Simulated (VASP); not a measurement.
# Nb (P6_3/mmc) in VASP: further runs

Runs on Nb. Level: r2SCAN. Tasks: single point.

Everything below comes from runs of VASP 6.6.1. Logs are shortened: lines on timing, memory, paths and dates and some standing lists are left out, and cuts for length are marked.

### Step 1. The cell of the first run

The structure is hexagonal, space group P6_3/mmc (No. 194). Conventional cell: a = 2.859 Å, b = 2.859 Å, c = 5.242 Å, α = 90.00°, β = 90.00°, γ = 120.00°. Within 3.8 Å of Nb (site symmetry -6m2) lie 12 Nb at 2.86 to 3.10 Å.

### Step 2. Single point, r2SCAN

The input, POSCAR:

```
Nb
1.0
    2.8587040803      0.0000000000      0.0000000000
   -1.4293520401      2.4757103555      0.0000000000
    0.0000000000      0.0000000000      5.2419558031
Nb
2
Direct
    0.3333333333      0.6666666667      0.7500000000
    0.6666666667      0.3333333333      0.2500000000
```

The input, INCAR.step1:

```
SYSTEM = Nb
PREC = Accurate
ENCUT = 520
ISMEAR = 0
SIGMA = 0.05
LREAL = .False.
LASPH = .True.
NELM = 60
NBANDS = 20
GGA = PE
ALGO = Normal
EDIFF = 1E-4
LWAVE = .True.
LCHARG = .False.
```

The input, INCAR.step2:

```
SYSTEM = Nb
PREC = Accurate
ENCUT = 520
EDIFF = 1E-6
ISMEAR = 0
SIGMA = 0.05
LREAL = .False.
LASPH = .True.
NELM = 60
ALGO = Normal
ISIF = 2
LWAVE = .False.
LCHARG = .True.
METAGGA = R2SCAN
LMIXTAU = .True.
LELF = .True.
LVHAR = .True.
NBANDS = 20
ISTART = 1
```

The input, KPOINTS:

```
Automatic mesh
0
Gamma
  16 16 8
  0 0 0
```

Potentials or basis: VASP PAW PBE potentials, release 64 (Nb_sv).

The run is started by

```bash
$ cat potpaw_PBE.64/Nb_sv/POTCAR > POTCAR
$ cp INCAR.step1 INCAR
$ mpirun -np 1 vasp_std > vasp.out
$ cp INCAR.step2 INCAR
$ mpirun -np 1 vasp_std > vasp.out
```

OUTCAR:

```text
SYSTEM = Nb
   PREC = Accurate
   ENCUT = 520
   EDIFF = 1E-6
   ISMEAR = 0
   LREAL = .False.
   LASPH = .True.
   NELM = 60
   ISIF = 2
   METAGGA = R2SCAN
   ISTART = 1

 ion  position               nearest neighbor table
   1  0.333  0.667  0.750-
   2  0.667  0.333  0.250-

  LATTYP: Found a hexagonal cell.
 ALAT       =     2.8587040803
 C/A-ratio  =     1.8336825554

  Lattice vectors:

 A1 = (   2.8587040803,   0.0000000000,   0.0000000000)
 A2 = (  -1.4293520401,   2.4757103555,   0.0000000000)
 A3 = (   0.0000000000,   0.0000000000,   5.2419558031)

Analysis of symmetry for initial positions (statically):
=====================================================================
 Subroutine PRICEL returns:
 Original cell was already a primitive cell.

 Routine SETGRP: Setting up the symmetry group for a
 hexagonal supercell.

 Subroutine GETGRP returns: Found 24 space group operations
 (whereof 12 operations were pure point group operations)
 out of a pool of 24 trial point group operations.

The static configuration has the point symmetry D_3d.
 The point group associated with its full space group is D_6h.

Analysis of symmetry for dynamics (positions and initial velocities):
=====================================================================
 Subroutine PRICEL returns:
 Original cell was already a primitive cell.

 Routine SETGRP: Setting up the symmetry group for a
 hexagonal supercell.

 Subroutine GETGRP returns: Found 24 space group operations
 (whereof 12 operations were pure point group operations)
 out of a pool of 24 trial point group operations.

The dynamic configuration has the point symmetry D_3d.
 The point group associated with its full space group is D_6h.

 Subroutine INISYM returns: Found 24 space group operations
 (whereof 12 operations are pure point group operations),
 and found     1 'primitive' translations

----------------------------------------------------------------------------------------

                                     Primitive cell

  volume of cell :      37.0990

  direct lattice vectors                    reciprocal lattice vectors
     2.858704080  0.000000000  0.000000000     0.349808855  0.201962236  0.000000000
    -1.429352040  2.475710355  0.000000000     0.000000000  0.403924473  0.000000000
     0.000000000  0.000000000  5.241955803     0.000000000  0.000000000  0.190768491

  length of vectors
     2.858704080  2.858704080  5.241955803     0.403924473  0.403924473  0.190768491

  position of ions in fractional coordinates (direct lattice)
     0.333333333  0.666666667  0.750000000
     0.666666667  0.333333333  0.250000000

  ion indices of the primitive-cell ions
   primitive index   ion index
                 1           1
                 2           2

----------------------------------------------------------------------------------------

 KPOINTS: Automatic mesh

Automatic generation of k-mesh.
 Grid dimensions read from file:
 generate k-points for:   16   16    8

 Generating k-lattice:

  Cartesian coordinates                     Fractional coordinates (reciprocal lattice)
     0.021863053  0.012622640  0.000000000     0.062500000  0.000000000  0.000000000
     0.000000000  0.025245280  0.000000000     0.000000000  0.062500000  0.000000000
     0.000000000  0.000000000  0.023846061     0.000000000  0.000000000  0.125000000

  Length of vectors
     0.025245280  0.025245280  0.023846061

  Shift w.r.t. Gamma in fractional coordinates (k-lattice)
     0.000000000  0.000000000  0.000000000

 Subroutine IBZKPT returns following result:
 ===========================================

 Found    150 irreducible k-points:

 Following reciprocal coordinates:
            Coordinates               Weight
  0.000000  0.000000  0.000000      1.000000
  0.062500  0.000000  0.000000      6.000000
  0.125000  0.000000  0.000000      6.000000
  0.187500  0.000000  0.000000      6.000000
  0.250000  0.000000  0.000000      6.000000
  0.312500  0.000000  0.000000      6.000000
[... 16 lines left out ...]
  0.187500  0.187500  0.000000      6.000000
  0.250000  0.187500  0.000000     12.000000
 [... further k-points ...]
   k-points           NKPTS =    150   k-points in BZ     NKDIM =    150   number of bands    NBANDS=     20
   number of dos      NEDOS =    301   number of ions     NIONS =      2
   total plane-waves  NPLWV =  23040
   dimension x,y,z NGX =    24 NGY =   24 NGZ =   40
   dimension x,y,z NGXF=    48 NGYF=   48 NGZF=   80
   ions per type =               2
   NGX,Y,Z   is equivalent  to a cutoff of  13.96, 13.96, 12.69 a.u.
   NGXF,Y,Z  is equivalent  to a cutoff of  27.91, 27.91, 25.37 a.u.
 SYSTEM =  Nb
   PREC   = accura    normal or accurate (medium, high low for compatibility)
   ISTART =      1    job   : 0-new  1-cont  2-samecut
   ICHARG =      0    charge: 1-file 2-atom 10-const
   ISPIN  =      1    spin polarized calculation?
   LNONCOLLINEAR =      F non collinear calculations
   LSORBIT =      F    spin-orbit coupling
   LASPH  =      T    aspherical Exc in radial PAW
   ENCUT  =  520.0 eV  38.22 Ry    6.18 a.u.   5.32  5.32  9.75*2*pi/ulx,y,z
   NELM   =     60;   NELMIN=  2; NELMDL=  0     # of ELM steps
   EDIFF  = 0.1E-05   stopping-criterion for ELM
   LREAL  =      F    real-space projection
   EDIFFG = 0.1E-04   stopping-criterion for IOM
   NSW    =      0    number of steps for IOM
   IBRION =     -1    ionic relax: 0-MD 1-quasi-New 2-CG
   NFREE  =      0    steps in history (QN), initial steepest desc. (CG)
   ISIF   =      2    stress and relaxation
   ISYM   =      2    0-nonsym 1-usesym 2-fastsym
   POTIM  = 0.5000    time-step for ionic-motion
   TEBEG  =    0.0;   TEEND  =   0.0 temperature during run
   PSTRESS=    0.0 pullay stress
   NELECT =      26.0000    total number of electrons
   NUPDOWN=      -1.0000    fix difference up-down
   EMIN   =  10.00;   EMAX   =-10.00  energy-range for DOS
   EFERMI =   0.00;   METHOD = LEGACY
   ISMEAR =     0;   SIGMA  =   0.05  broadening in eV -4-tet -1-fermi 0-gaus
   EFERMI_NEDOS =   21; number of points for ismear=-14 and -15
   IALGO  =     38    algorithm
   IMIX   =      4    mixing-type and parameters
     AMIX     =   0.40;   BMIX     =  1.00
     AMIX_MAG =   1.60;   BMIX_MAG =  1.00
  volume/ion in A,a.u.               =      18.55       125.18
  Fermi-wavevector in a.u.,A,eV,Ry     =   1.454159  2.747962 28.770575  2.114578
  Thomas-Fermi vector in A             =   2.571342
   LORBIT       =      0    0 simple, 1 ext, 2 COOP (PROOUT), +10 PAW based schemes
   METAGGA = R2SCAN    functional components
   LHFCALC =     F    Hartree Fock is set to
   AEXX    =    0.0000 exact exchange contribution
   IVDW    =     0    specifies the selected vdW correction
   LEPSILON=     F    determine dielectric tensor
   LRPA    =     F    only Hartree local field effects (RPA)
 non-spin polarized calculation
 Gauss-broadening in eV      SIGMA  =   0.05
  energy-cutoff  :      520.00
  volume of cell :       37.10
 maximum number of plane-waves:      1012
 NGX is ok and might be reduce to    24
   NGX = 11   NGY = 11   NGZ = 19

 number of electron      26.0000000 magnetization

 Free energy of the ion-electron system (eV)
  ---------------------------------------------------
  ext. energy  EPLUGINS =         0.00000000
  ---------------------------------------------------
  free energy    TOTEN  =       -49.06788789 eV

  energy without entropy =      -49.06437633  energy(sigma->0) =      -49.06613211

 E-fermi :  11.1253     XC(G=0): -13.4291

 val. band max:       11.1218943317   @ k =   0.3125   0.0000   0.2500
 cond. band min:      11.1264858027   @ k =   0.0625   0.0000   0.0000
 fundamental gap:      0.0045914710
 Fermi energy:        11.1252762762

 k-point     1 :       0.0000    0.0000    0.0000
  band No.  band energies     occupation
      1     -45.4410      2.00000
      2     -45.3038      2.00000
      3     -21.2386      2.00000
      4     -20.2428      2.00000
      5     -19.9990      2.00000
      6     -19.9990      2.00000
[... 12 lines left out ...]
     19      15.7241      0.00000
     20      15.7241      0.00000

 k-point     2 :       0.0625    0.0000    0.0000
  band No.  band energies     occupation
      1     -45.4313      2.00000
      2     -45.2964      2.00000
      3     -21.2218      2.00000
      4     -20.2430      2.00000
      5     -20.0561      2.00000
      6     -20.0139      2.00000
[... 12 lines left out ...]
     19      15.7693      0.00000
     20      16.0921      0.00000

 k-point     3 :       0.1250    0.0000    0.0000
  band No.  band energies     occupation
      1     -45.4035      2.00000
      2     -45.2753      2.00000
      3     -21.1733      2.00000
      4     -20.2445      2.00000
      5     -20.2176      2.00000
      6     -20.1328      2.00000
[... 12 lines left out ...]
     19      15.8590      0.00000
     20      16.9276      0.00000

 k-point     4 :       0.1875    0.0000    0.0000
  band No.  band energies     occupation
      1     -45.3612      2.00000
      2     -45.2439      2.00000
      3     -21.0974      2.00000
      4     -20.4563      2.00000
      5     -20.3674      2.00000
      6     -20.2494      2.00000
[... 12 lines left out ...]
     19      15.9287      0.00000
     20      17.9436      0.00000

 k-point     5 :       0.2500    0.0000    0.0000
  band No.  band energies     occupation
      1     -45.3101      2.00000
      2     -45.2074      2.00000
      3     -21.0015      2.00000
      4     -20.7329      2.00000
      5     -20.6343      2.00000
      6     -20.2610      2.00000
[... 12 lines left out ...]
     19      15.9553      0.00000
     20      18.9930      0.00000
[... 353 lines left out ...]
      6     -20.4755      2.00000
[... 12 lines left out ...]
     19      18.1222      0.00000
     20      20.5001      0.00000

 k-point    22 :       0.4375    0.1250    0.0000
  band No.  band energies     occupation
      1     -45.1529      2.00000
      2     -45.1154      2.00000
      3     -21.3629      2.00000
      4     -21.2302      2.00000
      5     -20.6440      2.00000
      6     -20.4946      2.00000
[... 12 lines left out ...]
     19      18.5895      0.00000
     20      20.0397      0.00000

 k-point    23 :       0.1875    0.1875    0.0000
  band No.  band energies     occupation
      1     -45.2449      2.00000
      2     -45.1638      2.00000
      3     -20.9193      2.00000
      4     -20.9031      2.00000
      5     -20.8705      2.00000
      6     -20.3503      2.00000
[... 12 lines left out ...]
     19      15.9729      0.00000
     20      20.4484      0.00000

 k-point    24 :       0.2500    0.1875    0.0000
  band No.  band energies     occupation
      1     -45.2012      2.00000
      2     -45.1377      2.00000
      3     -21.0853      2.00000
      4     -21.0260      2.00000
      5     -20.7729      2.00000
      6     -20.4692      2.00000
[... 12 lines left out ...]
     19      17.2075      0.00000
     20      20.9812      0.00000

 [... further k-points ...]
[... 5 lines left out ...]
  --------------------------------------------------------------------------------------
  -------------------------------------------------------------------------------------
  Total       -0.0433471     -0.0433471     -0.0529061     -0.0000000     -0.0000000      0.0000000
  in kB       -1.8720102     -1.8720102     -2.2848287     -0.0000000     -0.0000000      0.0000000
  external PRESSURE =      -2.0096164 kB  Pullay stress =       0.0000000 kB

 VOLUME and BASIS-vectors are now :
 -----------------------------------------------------------------------------
  energy-cutoff  :      520.00
  volume of cell :       37.10
      direct lattice vectors                 reciprocal lattice vectors
     2.858704080  0.000000000  0.000000000     0.349808855  0.201962236  0.000000000
    -1.429352040  2.475710355  0.000000000     0.000000000  0.403924473  0.000000000
     0.000000000  0.000000000  5.241955803     0.000000000  0.000000000  0.190768491

 POSITION                                       TOTAL-FORCE (eV/Angst)
 -----------------------------------------------------------------------------------
     -0.00000      1.65047      3.93147         0.000000     -0.000000      0.000000
      1.42935      0.82524      1.31049        -0.000000      0.000000      0.000000
 -----------------------------------------------------------------------------------
    total drift:                               -0.000000      0.000000     -0.000000

  FREE ENERGIE OF THE ION-ELECTRON SYSTEM (eV)
  ---------------------------------------------------
  free  energy   TOTEN  =       -49.0678878879 eV

  energy  without entropy=      -49.0643763332  energy(sigma->0) =      -49.06613211
```

It took 2.6 min on 1 thread of Intel Xeon Platinum 8559C (Emerald Rapids), shared host; peak memory 0.23 GiB.

What came out:

| Quantity | Value |
| --- | --- |
| Free energy | -49.0679 eV |
| Pressure | -0.2 GPa |
| Band gap on the k mesh | zero (band 13 reaches 13.22 eV, above the bottom of band 14 at 10.32 eV) |

Levels at points of the mesh, in eV from the Fermi level:
```csv
k point,band 11,band 12,band 13,band 14,band 15,band 16
"(0.00, 0.00, 0.00)",-1.08,0.25,0.39,0.39,0.85,0.85
"(0.50, 0.00, 0.00)",-3.42,-0.53,0.20,0.37,0.92,4.76
"(0.00, 0.00, 0.50)",-1.40,-1.40,0.46,0.46,0.46,0.46
"(0.50, 0.00, 0.50)",-2.52,-2.52,2.10,2.10,2.45,2.45
```

Caveat: the PAW data sets were made with another functional, which shifts forces and pressure a little.

### Step 3. Single point, r2SCAN

This run uses another cell than the first one, of 18.76 Å³/atom, 1.011 times its volume.

The input, POSCAR:

```
Nb
1.0
    2.8695867011      0.0000000000      0.0000000000
   -1.4347933505      2.4851349815      0.0000000000
    0.0000000000      0.0000000000      5.2619110751
Nb
2
Direct
    0.3333333333      0.6666666667      0.7500000000
    0.6666666667      0.3333333333      0.2500000000
```

The input, INCAR.step1:

```
PREC = Accurate
ENCUT = 520
ISMEAR = 0
SIGMA = 0.05
LREAL = F
LASPH = T
NELM = 100
NBANDS = 20
GGA = PE
ALGO = Normal
EDIFF = 1E-4
LWAVE = T
LCHARG = F
```

The input, INCAR.step2:

```
PREC = Accurate
ENCUT = 520
EDIFF = 1E-7
ISMEAR = 0
SIGMA = 0.05
LREAL = F
LASPH = T
NELM = 100
ALGO = Normal
ISIF = 2
LWAVE = F
LCHARG = F
METAGGA = R2SCAN
LMIXTAU = T
NBANDS = 20
ISTART = 1
```

The input, KPOINTS:

```
Automatic mesh
0
Gamma
  16 16 8
```

Potentials or basis: VASP PAW PBE potentials, release 64 (Nb_sv).

The run is started by

```bash
$ cat potpaw_PBE.64/Nb_sv/POTCAR > POTCAR
$ cp INCAR.step1 INCAR
$ mpirun -np 1 vasp_std > vasp.out
$ cp INCAR.step2 INCAR
$ mpirun -np 1 vasp_std > vasp.out
```

Run time: 3.3 min. Hardware: 1 thread of Intel Xeon Platinum 8559C (Emerald Rapids), shared host; peak memory 0.24 GiB.

It converged, with:

* Free energy: -49.0651 eV
* Pressure: -2.0 GPa
* Band gap on the k mesh: zero (band 13 reaches 13.02 eV, above the bottom of band 14 at 10.17 eV)

Stress tensor (GPa, compression positive):
```
-2.10  0.00  0.00
 0.00 -2.10  0.00
 0.00  0.00 -1.92
```

Levels at points of the mesh, in eV from the Fermi level:
| k point | band 10 | band 11 | band 12 | band 13 | band 14 | band 15 | band 16 | band 17 |
| --- | --- | --- | --- | --- | --- | --- | --- | --- |
| (0.00, 0.00, 0.00) | -4.12 | -1.05 | 0.21 | 0.39 | 0.39 | 0.84 | 0.84 | 2.84 |
| (0.50, 0.00, 0.00) | -3.46 | -3.36 | -0.52 | 0.18 | 0.37 | 0.92 | 4.70 | 5.70 |
| (0.00, 0.00, 0.50) | -4.94 | -1.38 | -1.38 | 0.46 | 0.46 | 0.46 | 0.46 | 3.92 |
| (0.50, 0.00, 0.50) | -3.96 | -2.48 | -2.48 | 2.05 | 2.05 | 2.43 | 2.43 | 5.11 |

Caveat: the PAW data sets were made with another functional, which shifts forces and pressure a little.
